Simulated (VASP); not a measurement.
# TiSe (P4/nmm) in VASP: further runs

The runs below take TiSe through single point, relaxation of cell and atoms, with r2SCAN.

Everything below comes from runs of VASP 6.6.1. Logs are shortened: lines on timing, memory, paths and dates and some standing lists are left out, and cuts for length are marked.

### Step 1. The cell of the first run

The structure is tetragonal, space group P4/nmm (No. 129). The conventional cell has a = 4.165 Å, b = 4.165 Å, c = 5.679 Å, α = 90.00°, β = 90.00°, γ = 90.00°. Ti (site symmetry -4m2) has 4 Se at 2.52 Å and 4 Ti at 2.94 Å within 3.3 Å. Se (site symmetry 4mm) has 4 Ti at 2.52 Å within 3.3 Å.

### Step 2. Single point, r2SCAN

The input, POSCAR:

```
TiSe
1.0
    4.1646100575      0.0000000000      0.0000000000
    0.0000000000      4.1646100575      0.0000000000
    0.0000000000      0.0000000000      5.6788596783
Ti Se
2 2
Direct
    0.5000000000      0.5000000000      0.0000000000
    0.0000000000      0.0000000000      0.0000000000
    0.5000000000      0.0000000000      0.2500744252
    0.0000000000      0.5000000000      0.7499255748
```

The input, INCAR.step1:

```
ALGO = Normal ; EDIFF = 1E-4
ENCUT = 520 ; GGA = PE
ISMEAR = -1 ; LASPH = True
LCHARG = False ; LREAL = False
LWAVE = True ; NBANDS = 26
NELM = 100 ; PREC = Accurate
SIGMA = 0.05
```

The input, INCAR.step2:

```
ALGO = Normal ; EDIFF = 1E-6
ENCUT = 520 ; ISIF = 2
ISMEAR = -1 ; ISTART = 1
LASPH = True ; LCHARG = False
LMIXTAU = True ; LREAL = False
LWAVE = False ; METAGGA = R2SCAN
NBANDS = 26 ; NELM = 100
PREC = Accurate ; SIGMA = 0.05
```

The input, KPOINTS:

```
k-points
0
Gamma
  6 6 4
```

Potentials or basis: VASP PAW PBE potentials, release 64 (Ti_sv, Se).

Started as:

```console
$ cat potpaw_PBE.64/Ti_sv/POTCAR potpaw_PBE.64/Se/POTCAR > POTCAR
$ cp INCAR.step1 INCAR
$ mpirun -np 1 vasp_std > vasp.out
$ cp INCAR.step2 INCAR
$ mpirun -np 1 vasp_std > vasp.out
```

OUTCAR:

```text
EDIFF = 1E-6
   ENCUT = 520
   ISIF = 2
   ISMEAR = -1
   ISTART = 1
   LASPH = True
   LREAL = False
   METAGGA = R2SCAN
   NELM = 100
   PREC = Accurate

 ion  position               nearest neighbor table
   1  0.500  0.500  0.000-   3 2.52   4 2.52   3 2.52   4 2.52
   2  0.000  0.000  0.000-   3 2.52   4 2.52   4 2.52   3 2.52
   3  0.500  0.000  0.250-   1 2.52   2 2.52   1 2.52   2 2.52
   4  0.000  0.500  0.750-   1 2.52   2 2.52   2 2.52   1 2.52

  LATTYP: Found a simple tetragonal cell.
 ALAT       =     4.1646100575
 C/A-ratio  =     1.3635993766

  Lattice vectors:

 A1 = (   4.1646100575,   0.0000000000,   0.0000000000)
 A2 = (   0.0000000000,   4.1646100575,   0.0000000000)
 A3 = (   0.0000000000,   0.0000000000,   5.6788596783)

Analysis of symmetry for initial positions (statically):
=====================================================================
 Subroutine PRICEL returns:
 Original cell was already a primitive cell.

 Routine SETGRP: Setting up the symmetry group for a
 simple tetragonal supercell.

 Subroutine GETGRP returns: Found 16 space group operations
 (whereof  8 operations were pure point group operations)
 out of a pool of 16 trial point group operations.

The static configuration has the point symmetry D_2d.
 The point group associated with its full space group is D_4h.

Analysis of symmetry for dynamics (positions and initial velocities):
=====================================================================
 Subroutine PRICEL returns:
 Original cell was already a primitive cell.

 Routine SETGRP: Setting up the symmetry group for a
 simple tetragonal supercell.

 Subroutine GETGRP returns: Found 16 space group operations
 (whereof  8 operations were pure point group operations)
 out of a pool of 16 trial point group operations.

The dynamic configuration has the point symmetry D_2d.
 The point group associated with its full space group is D_4h.

 Subroutine INISYM returns: Found 16 space group operations
 (whereof  8 operations are pure point group operations),
 and found     1 'primitive' translations

----------------------------------------------------------------------------------------

                                     Primitive cell

  volume of cell :      98.4940

  direct lattice vectors                    reciprocal lattice vectors
     4.164610058  0.000000000  0.000000000     0.240118519  0.000000000  0.000000000
     0.000000000  4.164610058  0.000000000     0.000000000  0.240118519  0.000000000
     0.000000000  0.000000000  5.678859678     0.000000000  0.000000000  0.176091690

  length of vectors
     4.164610058  4.164610058  5.678859678     0.240118519  0.240118519  0.176091690

  position of ions in fractional coordinates (direct lattice)
     0.500000000  0.500000000  0.000000000
     0.000000000  0.000000000  0.000000000
     0.500000000  0.000000000  0.250074425
     0.000000000  0.500000000  0.749925575

  ion indices of the primitive-cell ions
   primitive index   ion index
                 1           1
                 2           2
                 3           3
                 4           4

----------------------------------------------------------------------------------------

 KPOINTS: k-points

Automatic generation of k-mesh.
 Grid dimensions read from file:
 generate k-points for:    6    6    4

 Generating k-lattice:

  Cartesian coordinates                     Fractional coordinates (reciprocal lattice)
     0.040019753  0.000000000  0.000000000     0.166666667  0.000000000  0.000000000
     0.000000000  0.040019753  0.000000000     0.000000000  0.166666667  0.000000000
     0.000000000  0.000000000  0.044022923     0.000000000  0.000000000  0.250000000

  Length of vectors
     0.040019753  0.040019753  0.044022923

  Shift w.r.t. Gamma in fractional coordinates (k-lattice)
     0.000000000  0.000000000  0.000000000

 Subroutine IBZKPT returns following result:
 ===========================================

 Found     30 irreducible k-points:

 Following reciprocal coordinates:
            Coordinates               Weight
  0.000000  0.000000  0.000000      1.000000
  0.166667  0.000000  0.000000      4.000000
  0.333333  0.000000  0.000000      4.000000
  0.500000  0.000000  0.000000      2.000000
  0.166667  0.166667  0.000000      4.000000
  0.333333  0.166667  0.000000      8.000000
[... 16 lines left out ...]
  0.333333  0.000000  0.500000      4.000000
  0.500000  0.000000  0.500000      2.000000
 [... further k-points ...]
   k-points           NKPTS =     30   k-points in BZ     NKDIM =     30   number of bands    NBANDS=     26
   number of dos      NEDOS =    301   number of ions     NIONS =      4
   total plane-waves  NPLWV =  43008
   dimension x,y,z NGX =    32 NGY =   32 NGZ =   42
   dimension x,y,z NGXF=    64 NGYF=   64 NGZF=   84
   ions per type =               2   2
   NGX,Y,Z   is equivalent  to a cutoff of  12.77, 12.77, 12.30 a.u.
   NGXF,Y,Z  is equivalent  to a cutoff of  25.55, 25.55, 24.59 a.u.
 SYSTEM =  unknown system
   PREC   = accura    normal or accurate (medium, high low for compatibility)
   ISTART =      1    job   : 0-new  1-cont  2-samecut
   ICHARG =      0    charge: 1-file 2-atom 10-const
   ISPIN  =      1    spin polarized calculation?
   LNONCOLLINEAR =      F non collinear calculations
   LSORBIT =      F    spin-orbit coupling
   LASPH  =      T    aspherical Exc in radial PAW
   ENCUT  =  520.0 eV  38.22 Ry    6.18 a.u.   7.74  7.74 10.56*2*pi/ulx,y,z
   NELM   =    100;   NELMIN=  2; NELMDL=  0     # of ELM steps
   EDIFF  = 0.1E-05   stopping-criterion for ELM
   LREAL  =      F    real-space projection
   EDIFFG = 0.1E-04   stopping-criterion for IOM
   NSW    =      0    number of steps for IOM
   IBRION =     -1    ionic relax: 0-MD 1-quasi-New 2-CG
   NFREE  =      0    steps in history (QN), initial steepest desc. (CG)
   ISIF   =      2    stress and relaxation
   ISYM   =      2    0-nonsym 1-usesym 2-fastsym
   POTIM  = 0.5000    time-step for ionic-motion
   TEBEG  =    0.0;   TEEND  =   0.0 temperature during run
   PSTRESS=    0.0 pullay stress
   NELECT =      36.0000    total number of electrons
   NUPDOWN=      -1.0000    fix difference up-down
   EMIN   =  10.00;   EMAX   =-10.00  energy-range for DOS
   EFERMI =   0.00;   METHOD = LEGACY
   ISMEAR =    -1;   SIGMA  =   0.05  broadening in eV -4-tet -1-fermi 0-gaus
   EFERMI_NEDOS =   21; number of points for ismear=-14 and -15
   IALGO  =     38    algorithm
   IMIX   =      4    mixing-type and parameters
     AMIX     =   0.40;   BMIX     =  1.00
     AMIX_MAG =   1.60;   BMIX_MAG =  1.00
  volume/ion in A,a.u.               =      24.62       166.17
  Fermi-wavevector in a.u.,A,eV,Ry     =   1.170503  2.211929 18.641021  1.370076
  Thomas-Fermi vector in A             =   2.306960
   LORBIT       =      0    0 simple, 1 ext, 2 COOP (PROOUT), +10 PAW based schemes
   METAGGA = R2SCAN    functional components
   LHFCALC =     F    Hartree Fock is set to
   AEXX    =    0.0000 exact exchange contribution
   IVDW    =     0    specifies the selected vdW correction
   LEPSILON=     F    determine dielectric tensor
   LRPA    =     F    only Hartree local field effects (RPA)
 non-spin polarized calculation
  energy-cutoff  :      520.00
  volume of cell :       98.49
 maximum number of plane-waves:      2670
 NGX is ok and might be reduce to    32
   NGX = 15   NGY = 15   NGZ = 21

 number of electron      36.0000007 magnetization

 Free energy of the ion-electron system (eV)
  ---------------------------------------------------
  ext. energy  EPLUGINS =         0.00000000
  ---------------------------------------------------
  free energy    TOTEN  =       -58.37962529 eV

  energy without entropy =      -58.34712520  energy(sigma->0) =      -58.36337524

 E-fermi :   4.6677     XC(G=0):  -9.7208

 val. band max:        4.6533651500   @ k =   0.5000   0.0000   0.2500
 cond. band min:       4.6705250692   @ k =   0.5000   0.0000   0.0000
 fundamental gap:      0.0171599192
 Fermi energy:         4.6676836693

 k-point     1 :       0.0000    0.0000    0.0000
  band No.  band energies     occupation
      1     -54.9784      2.00000
      2     -54.9003      2.00000
      3     -30.4239      2.00000
      4     -30.3300      2.00000
      5     -30.2719      2.00000
      6     -30.2719      2.00000
[... 18 lines left out ...]
     25       7.8650      0.00000
     26       7.9077      0.00000

 k-point     2 :       0.1667    0.0000    0.0000
  band No.  band energies     occupation
      1     -54.9731      2.00000
      2     -54.9054      2.00000
      3     -30.4174      2.00000
      4     -30.3358      2.00000
      5     -30.2553      2.00000
      6     -30.2513      2.00000
[... 18 lines left out ...]
     25       7.5719      0.00000
     26       7.8148      0.00000

 k-point     3 :       0.3333    0.0000    0.0000
  band No.  band energies     occupation
      1     -54.9586      2.00000
      2     -54.9195      2.00000
      3     -30.3994      2.00000
      4     -30.3521      2.00000
      5     -30.2071      2.00000
      6     -30.1950      2.00000
[... 18 lines left out ...]
     25       7.4653      0.00000
     26       7.5775      0.00000

 k-point     4 :       0.5000    0.0000    0.0000
  band No.  band energies     occupation
      1     -54.9390      2.00000
      2     -54.9390      2.00000
      3     -30.3753      2.00000
      4     -30.3753      2.00000
      5     -30.1342      2.00000
      6     -30.1342      2.00000
[... 18 lines left out ...]
     25       7.3335      0.00000
     26       7.3335      0.00000
[... 496 lines left out ...]
      1     -54.9731      2.00000
      2     -54.9054      2.00000
      3     -30.4175      2.00000
      4     -30.3358      2.00000
      5     -30.2552      2.00000
      6     -30.2513      2.00000
[... 18 lines left out ...]
     25       7.5923      0.00000
     26       7.6950      0.00000

 k-point    23 :       0.3333    0.0000    0.5000
  band No.  band energies     occupation
      1     -54.9586      2.00000
      2     -54.9195      2.00000
      3     -30.3995      2.00000
      4     -30.3521      2.00000
      5     -30.2071      2.00000
      6     -30.1950      2.00000
[... 18 lines left out ...]
     25       7.5274      0.00000
     26       7.5669      0.00000

 k-point    24 :       0.5000    0.0000    0.5000
  band No.  band energies     occupation
      1     -54.9390      2.00000
      2     -54.9390      2.00000
      3     -30.3753      2.00000
      4     -30.3753      2.00000
      5     -30.1342      2.00000
      6     -30.1342      2.00000
[... 18 lines left out ...]
     25       7.5199      0.00000
     26       7.5199      0.00000

 [... further k-points ...]
[... 5 lines left out ...]
  --------------------------------------------------------------------------------------
  -------------------------------------------------------------------------------------
  Total        0.1456450      0.1456450      0.1324519      0.0000000      0.0000000      0.0000000
  in kB        2.3691711      2.3691711      2.1545613      0.0000000      0.0000000      0.0000000
  external PRESSURE =       2.2976345 kB  Pullay stress =       0.0000000 kB

 VOLUME and BASIS-vectors are now :
 -----------------------------------------------------------------------------
  energy-cutoff  :      520.00
  volume of cell :       98.49
      direct lattice vectors                 reciprocal lattice vectors
     4.164610058  0.000000000  0.000000000     0.240118519  0.000000000  0.000000000
     0.000000000  4.164610058  0.000000000     0.000000000  0.240118519  0.000000000
     0.000000000  0.000000000  5.678859678     0.000000000  0.000000000  0.176091690

 POSITION                                       TOTAL-FORCE (eV/Angst)
 -----------------------------------------------------------------------------------
      2.08231      2.08231      0.00000        -0.000000     -0.000000      0.000000
      0.00000      0.00000      0.00000         0.000000      0.000000      0.000000
      2.08231      0.00000      1.42014        -0.000000     -0.000000      0.051712
      0.00000      2.08231      4.25872         0.000000      0.000000     -0.051712
 -----------------------------------------------------------------------------------
    total drift:                                0.000000     -0.000000     -0.000000

  FREE ENERGIE OF THE ION-ELECTRON SYSTEM (eV)
  ---------------------------------------------------
  free  energy   TOTEN  =       -58.3796252895 eV

  energy  without entropy=      -58.3471251972  energy(sigma->0) =      -58.36337524
```

Wall time 4.4 min (1 thread of AMD EPYC 7R13 (Zen 3), shared host); peak memory 0.22 GiB.

What came out:

- Free energy: -58.3796 eV
- Pressure: 0.2 GPa
- Largest force: 0.052 eV/Å
- Band gap on the k mesh: zero (band 18 reaches 5.48 eV, above the bottom of band 19 at 3.97 eV)

Forces in eV/Å, atoms in the order of the input:
```
Ti   0.000  0.000  0.000
Ti   0.000  0.000  0.000
Se   0.000  0.000  0.052
Se   0.000  0.000 -0.052
```

Levels at points of the mesh, in eV from the Fermi level:
```
           k point  band 16  band 17  band 18  band 19  band 20  band 21
(0.00, 0.00, 0.00)    -3.85    -1.61     0.82     0.98     1.00     1.67
(0.50, 0.00, 0.00)    -4.00     0.00     0.00     0.21     0.21     0.75
(0.50, 0.50, 0.00)    -3.38    -0.98    -0.98    -0.69    -0.69     1.51
(0.00, 0.00, 0.50)    -3.57    -1.61     0.57     1.02     1.62     1.94
(0.50, 0.00, 0.50)    -3.59    -0.03    -0.03     0.36     0.36     0.66
(0.50, 0.50, 0.50)    -3.58    -0.69    -0.69    -0.39    -0.39     1.21
```

Caveat: the PAW data sets were made with another functional, which shifts forces and pressure a little.

[end of part 1 of 2]
